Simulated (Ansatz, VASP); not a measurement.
**Two plane-wave programs on Si**

```
CELL_PARAMETERS angstrom
0.00000 2.58821 2.58821
2.58821 0.00000 2.58821
2.58821 2.58821 0.00000
ATOMIC_POSITIONS crystal
Si 0.87500 0.87500 0.87500
Si 0.12500 0.12500 0.12500
```

Change from the starting cell: volume scaled by 0.88, PAW files.

Alike in both runs: task single point; functional LDA; k mesh 13 × 13 × 13; occupations fermi-dirac, width 0.1 eV; no spin polarisation.

|  | VASP | Ansatz |
| --- | --- | --- |
| version | VASP 6.6.1 | Ansatz 0.2.0 |
| potentials or method | VASP PAW LDA potentials, release 64 (Si) | PAW with Ansatz's default frozen-core files, scalar-relativistic |
| plane-wave cutoff (eV) | 520 | 420 |
| valence electrons in the cell | 8 | 8 |

VASP gave:

```
pressure (GPa) : 16.2
```

Q: What did Ansatz give for the same quantities?

A: Pressure (GPa): 16.1.

LDA's correlation is that of Perdew and Zunger in VASP and of Perdew and Wang (1992) in Ansatz.
